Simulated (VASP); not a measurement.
# ZrB2 (P6/mmm) in VASP: single point with r2SCAN

Aim: the single point of ZrB2 with r2SCAN.

Program: VASP 6.6.1. These are calculated values, not measurements. Logs are shortened: lines on timing, memory, paths and dates and some standing lists are left out, and cuts for length are marked.

## 1. The cell of the first run

The structure is hexagonal, space group P6/mmm (No. 191). The conventional cell has a = 3.148 Å, b = 3.148 Å, c = 3.526 Å, α = 90.00°, β = 90.00°, γ = 120.00°. Within 3.3 Å of Zr (site symmetry 6/mmm) lie 12 B at 2.53 Å and 6 Zr at 3.15 Å. Within 2.4 Å of B (site symmetry -6m2) lie 3 B at 1.82 Å.

## 2. Single point, r2SCAN

The input, POSCAR:

```
ZrB2
1.0
    1.5737612079      2.7258343711      0.0000000000
   -1.5737612079      2.7258343711      0.0000000000
    0.0000000000      0.0000000000      3.5255600901
Zr B
1 2
Direct
    0.0000000000      0.0000000000      0.0000000000
    0.3333333333      0.3333333333      0.5000000000
    0.6666666667      0.6666666667      0.5000000000
```

The input, INCAR.step1:

```
  PREC = Accurate
  ENCUT = 520
  ISMEAR = -1
  SIGMA = 0.1
  LREAL = False
  LASPH = True
  NELM = 80
  NBANDS = 16
  GGA = PE
  ALGO = Normal
  EDIFF = 1E-4
  LWAVE = True
  LCHARG = False
```

The input, INCAR.step2:

```
  PREC = Accurate
  ENCUT = 520
  EDIFF = 1E-6
  ISMEAR = -1
  SIGMA = 0.1
  LREAL = False
  LASPH = True
  NELM = 80
  ALGO = Normal
  ISIF = 2
  LWAVE = False
  LCHARG = True
  METAGGA = R2SCAN
  LMIXTAU = True
  LELF = True
  LVHAR = True
  NBANDS = 16
  ISTART = 1
```

The input, KPOINTS:

```
regular mesh
0
Gamma
  11 11 9
```

Potentials or basis: VASP PAW PBE potentials, release 64 (Zr_sv, B).

Run with:

```console
cat potpaw_PBE.64/Zr_sv/POTCAR potpaw_PBE.64/B/POTCAR > POTCAR
cp INCAR.step1 INCAR
mpirun -np 1 vasp_std > vasp.out
cp INCAR.step2 INCAR
mpirun -np 1 vasp_std > vasp.out
```

OUTCAR:

```text
PREC = Accurate
   ENCUT = 520
   EDIFF = 1E-6
   ISMEAR = -1
   LREAL = False
   LASPH = True
   NELM = 80
   ISIF = 2
   METAGGA = R2SCAN
   ISTART = 1

 ion  position               nearest neighbor table
   1  0.000  0.000  0.000-   2 2.53   3 2.53   2 2.53   3 2.53   3 2.53   3 2.53   3 2.53   3 2.53
                             2 2.53   2 2.53   2 2.53   2 2.53
   2  0.333  0.333  0.500-   3 1.82   3 1.82   3 1.82   1 2.53   1 2.53   1 2.53   1 2.53   1 2.53
                             1 2.53
   3  0.667  0.667  0.500-   2 1.82   2 1.82   2 1.82   1 2.53   1 2.53   1 2.53   1 2.53   1 2.53
                             1 2.53

  LATTYP: Found a hexagonal cell.
 ALAT       =     3.1475224158
 C/A-ratio  =     1.1201064280

  Lattice vectors:

 A1 = (   1.5737612079,  -2.7258343711,   0.0000000000)
 A2 = (   1.5737612079,   2.7258343711,   0.0000000000)
 A3 = (   0.0000000000,   0.0000000000,   3.5255600901)

Analysis of symmetry for initial positions (statically):
=====================================================================
 Subroutine PRICEL returns:
 Original cell was already a primitive cell.

 Routine SETGRP: Setting up the symmetry group for a
 hexagonal supercell.

 Subroutine GETGRP returns: Found 24 space group operations
 (whereof 24 operations were pure point group operations)
 out of a pool of 24 trial point group operations.

The static configuration has the point symmetry D_6h.

Analysis of symmetry for dynamics (positions and initial velocities):
=====================================================================
 Subroutine PRICEL returns:
 Original cell was already a primitive cell.

 Routine SETGRP: Setting up the symmetry group for a
 hexagonal supercell.

 Subroutine GETGRP returns: Found 24 space group operations
 (whereof 24 operations were pure point group operations)
 out of a pool of 24 trial point group operations.

The dynamic configuration has the point symmetry D_6h.

 Subroutine INISYM returns: Found 24 space group operations
 (whereof 24 operations are pure point group operations),
 and found     1 'primitive' translations

----------------------------------------------------------------------------------------

                                     Primitive cell

  volume of cell :      30.2480

  direct lattice vectors                    reciprocal lattice vectors
     1.573761208  2.725834371  0.000000000     0.317710208  0.183430074  0.000000000
    -1.573761208  2.725834371  0.000000000    -0.317710208  0.183430074  0.000000000
     0.000000000  0.000000000  3.525560090     0.000000000  0.000000000  0.283642875

  length of vectors
     3.147522416  3.147522416  3.525560090     0.366860148  0.366860148  0.283642875

  position of ions in fractional coordinates (direct lattice)
     0.000000000  0.000000000  0.000000000
     0.333333333  0.333333333  0.500000000
     0.666666667  0.666666667  0.500000000

  ion indices of the primitive-cell ions
   primitive index   ion index
                 1           1
                 2           2
                 3           3

----------------------------------------------------------------------------------------

 KPOINTS: regular mesh

Automatic generation of k-mesh.
 Grid dimensions read from file:
 generate k-points for:   11   11    9

 Generating k-lattice:

  Cartesian coordinates                     Fractional coordinates (reciprocal lattice)
     0.028882746  0.016675461  0.000000000     0.090909091  0.000000000  0.000000000
    -0.028882746  0.016675461  0.000000000     0.000000000  0.090909091  0.000000000
     0.000000000  0.000000000  0.031515875     0.000000000  0.000000000  0.111111111

  Length of vectors
     0.033350923  0.033350923  0.031515875

  Shift w.r.t. Gamma in fractional coordinates (k-lattice)
     0.000000000  0.000000000  0.000000000

 Subroutine IBZKPT returns following result:
 ===========================================

 Found     80 irreducible k-points:

 Following reciprocal coordinates:
            Coordinates               Weight
  0.000000  0.000000  0.000000      1.000000
  0.090909 -0.000000  0.000000      6.000000
  0.181818 -0.000000  0.000000      6.000000
  0.272727 -0.000000  0.000000      6.000000
  0.363636 -0.000000  0.000000      6.000000
  0.454545  0.000000  0.000000      6.000000
[... 16 lines left out ...]
  0.181818  0.090909  0.111111     12.000000
  0.272727  0.090909  0.111111     24.000000
 [... further k-points ...]
   k-points           NKPTS =     80   k-points in BZ     NKDIM =     80   number of bands    NBANDS=     16
   number of dos      NEDOS =    301   number of ions     NIONS =      3
   total plane-waves  NPLWV =  16128
   dimension x,y,z NGX =    24 NGY =   24 NGZ =   28
   dimension x,y,z NGXF=    48 NGYF=   48 NGZF=   56
   ions per type =               1   2
   NGX,Y,Z   is equivalent  to a cutoff of  12.68, 12.68, 13.20 a.u.
   NGXF,Y,Z  is equivalent  to a cutoff of  25.35, 25.35, 26.41 a.u.
 SYSTEM =  unknown system
   PREC   = accura    normal or accurate (medium, high low for compatibility)
   ISTART =      1    job   : 0-new  1-cont  2-samecut
   ICHARG =      0    charge: 1-file 2-atom 10-const
   ISPIN  =      1    spin polarized calculation?
   LNONCOLLINEAR =      F non collinear calculations
   LSORBIT =      F    spin-orbit coupling
   LASPH  =      T    aspherical Exc in radial PAW
   ENCUT  =  520.0 eV  38.22 Ry    6.18 a.u.   5.85  5.85  6.56*2*pi/ulx,y,z
   NELM   =     80;   NELMIN=  2; NELMDL=  0     # of ELM steps
   EDIFF  = 0.1E-05   stopping-criterion for ELM
   LREAL  =      F    real-space projection
   EDIFFG = 0.1E-04   stopping-criterion for IOM
   NSW    =      0    number of steps for IOM
   IBRION =     -1    ionic relax: 0-MD 1-quasi-New 2-CG
   NFREE  =      0    steps in history (QN), initial steepest desc. (CG)
   ISIF   =      2    stress and relaxation
   ISYM   =      2    0-nonsym 1-usesym 2-fastsym
   POTIM  = 0.5000    time-step for ionic-motion
   TEBEG  =    0.0;   TEEND  =   0.0 temperature during run
   PSTRESS=    0.0 pullay stress
   NELECT =      18.0000    total number of electrons
   NUPDOWN=      -1.0000    fix difference up-down
   EMIN   =  10.00;   EMAX   =-10.00  energy-range for DOS
   EFERMI =   0.00;   METHOD = LEGACY
   ISMEAR =    -1;   SIGMA  =   0.10  broadening in eV -4-tet -1-fermi 0-gaus
   EFERMI_NEDOS =   21; number of points for ismear=-14 and -15
   IALGO  =     38    algorithm
   IMIX   =      4    mixing-type and parameters
     AMIX     =   0.40;   BMIX     =  1.00
     AMIX_MAG =   1.60;   BMIX_MAG =  1.00
  volume/ion in A,a.u.               =      10.08        68.04
  Fermi-wavevector in a.u.,A,eV,Ry     =   1.376999  2.602150 25.798352  1.896125
  Thomas-Fermi vector in A             =   2.502192
   LORBIT       =      0    0 simple, 1 ext, 2 COOP (PROOUT), +10 PAW based schemes
   METAGGA = R2SCAN    functional components
   LHFCALC =     F    Hartree Fock is set to
   AEXX    =    0.0000 exact exchange contribution
   IVDW    =     0    specifies the selected vdW correction
   LEPSILON=     F    determine dielectric tensor
   LRPA    =     F    only Hartree local field effects (RPA)
 non-spin polarized calculation
  energy-cutoff  :      520.00
  volume of cell :       30.25
 maximum number of plane-waves:       831
   NGX = 11   NGY = 11   NGZ = 13

 number of electron      17.9999999 magnetization

 Free energy of the ion-electron system (eV)
  ---------------------------------------------------
  ext. energy  EPLUGINS =         0.00000000
  ---------------------------------------------------
  free energy    TOTEN  =       -40.63414639 eV

  energy without entropy =      -40.62790198  energy(sigma->0) =      -40.63102418

 E-fermi :  10.7676     XC(G=0): -13.4602

 val. band max:       10.7435513056   @ k =   0.4545   0.1818   0.0000
 cond. band min:      11.0123651153   @ k =   0.0909  -0.0000   0.3333
 fundamental gap:      0.2688138097
 Fermi energy:        10.7676135552

 k-point     1 :       0.0000    0.0000    0.0000
  band No.  band energies     occupation
      1     -39.5368      2.00000
      2     -17.0442      2.00000
      3     -16.4342      2.00000
      4     -16.4342      2.00000
      5      -2.8992      2.00000
      6       8.0423      2.00000
[... 8 lines left out ...]
     15      16.2713      0.00000
     16      16.2713      0.00000

 k-point     2 :       0.0909   -0.0000    0.0000
  band No.  band energies     occupation
      1     -39.5262      2.00000
      2     -17.0286      2.00000
      3     -16.5246      2.00000
      4     -16.4534      2.00000
      5      -2.7206      2.00000
      6       7.5087      2.00000
[... 8 lines left out ...]
     15      16.9580      0.00000
     16      17.4034      0.00000

 k-point     3 :       0.1818   -0.0000    0.0000
  band No.  band energies     occupation
      1     -39.4974      2.00000
      2     -16.9863      2.00000
      3     -16.7605      2.00000
      4     -16.5044      2.00000
      5      -2.2098      2.00000
      6       6.2971      2.00000
[... 8 lines left out ...]
     15      18.0963      0.00000
     16      18.5531      0.00000

 k-point     4 :       0.2727   -0.0000    0.0000
  band No.  band energies     occupation
      1     -39.4595      2.00000
      2     -17.0565      2.00000
      3     -16.9303      2.00000
      4     -16.5704      2.00000
      5      -1.4238      2.00000
      6       4.8810      2.00000
[... 8 lines left out ...]
     15      18.7705      0.00000
     16      20.8443      0.00000

 k-point     5 :       0.3636   -0.0000    0.0000
  band No.  band energies     occupation
      1     -39.4244      2.00000
      2     -17.3171      2.00000
      3     -16.8783      2.00000
      4     -16.6303      2.00000
      5      -0.4237      2.00000
      6       3.4501      2.00000
[... 8 lines left out ...]
     15      20.1547      0.00000
     16      21.0157      0.00000

 k-point     6 :       0.4545    0.0000    0.0000
  band No.  band energies     occupation
      1     -39.4034      2.00000
      2     -17.4674      2.00000
      3     -16.8471      2.00000
      4     -16.6655      2.00000
      5       0.7294      2.00000
      6       2.0819      2.00000
[... 8 lines left out ...]
     15      19.4935      0.00000
     16      21.3087      0.00000
[... 267 lines left out ...]
 k-point    21 :       0.3636   -0.0000    0.1111
  band No.  band energies     occupation
      1     -39.4221      2.00000
      2     -17.3094      2.00000
      3     -16.9178      2.00000
      4     -16.6256      2.00000
      5      -0.3543      2.00000
      6       3.3682      2.00000
[... 8 lines left out ...]
     15      19.2610      0.00000
     16      21.8764      0.00000

 k-point    22 :       0.4545    0.0000    0.1111
  band No.  band energies     occupation
      1     -39.4011      2.00000
      2     -17.4588      2.00000
      3     -16.8851      2.00000
      4     -16.6606      2.00000
      5       0.7585      2.00000
      6       2.0071      2.00000
[... 8 lines left out ...]
     15      19.2783      0.00000
     16      21.6347      0.00000

 k-point    23 :       0.1818    0.0909    0.1111
  band No.  band energies     occupation
      1     -39.5040      2.00000
      2     -17.0465      2.00000
      3     -16.6767      2.00000
      4     -16.4905      2.00000
      5      -2.2087      2.00000
      6       6.7819      2.00000
[... 8 lines left out ...]
     15      17.7325      0.00000
     16      17.9211      0.00000

 k-point    24 :       0.2727    0.0909    0.1111
  band No.  band energies     occupation
      1     -39.4707      2.00000
      2     -16.9971      2.00000
      3     -16.9245      2.00000
      4     -16.5627      2.00000
      5      -1.5924      2.00000
      6       5.5263      2.00000
[... 8 lines left out ...]
     15      18.4457      0.00000
     16      19.5692      0.00000

 [... further k-points ...]

------------------------ aborting loop because EDIFF is reached ----------------------------------------

  FORCE on cell =-STRESS in cart. coord.  units (eV):
  Direction    XX          YY          ZZ          XY          YZ          ZX
  --------------------------------------------------------------------------------------
  -------------------------------------------------------------------------------------
  Total        0.9623146      0.9623146      0.9643797     -0.0000000      0.0000000      0.0000000
  in kB       50.9719515     50.9719515     51.0813358     -0.0000000      0.0000000      0.0000000
  external PRESSURE =      51.0084129 kB  Pullay stress =       0.0000000 kB

 VOLUME and BASIS-vectors are now :
 -----------------------------------------------------------------------------
  energy-cutoff  :      520.00
  volume of cell :       30.25
      direct lattice vectors                 reciprocal lattice vectors
     1.573761208  2.725834371  0.000000000     0.317710208  0.183430074  0.000000000
    -1.573761208  2.725834371  0.000000000    -0.317710208  0.183430074  0.000000000
     0.000000000  0.000000000  3.525560090     0.000000000  0.000000000  0.283642875

 POSITION                                       TOTAL-FORCE (eV/Angst)
 -----------------------------------------------------------------------------------
      0.00000      0.00000      0.00000         0.000000      0.000000      0.000000
      0.00000      1.81722      1.76278         0.000000      0.000000      0.000000
      0.00000      3.63445      1.76278        -0.000000     -0.000000      0.000000
 -----------------------------------------------------------------------------------
    total drift:                                0.000000     -0.000000     -0.000000

  FREE ENERGIE OF THE ION-ELECTRON SYSTEM (eV)
  ---------------------------------------------------
  free  energy   TOTEN  =       -40.6341463877 eV

  energy  without entropy=      -40.6279019805  energy(sigma->0) =      -40.63102418
```

Run time: 4.4 min. Hardware: 1 thread of AMD EPYC 7R13, shared host; peak memory 0.15 GiB.

Results:

```
Free energy            : -40.6341 eV
Pressure               : 5.1 GPa
Band gap on the k mesh : zero (bands 9 and 10 overlap by 1.38 eV)
```

Caveat: the cell stands under pressure; the PAW data sets were made with another functional, which shifts forces and pressure a little.
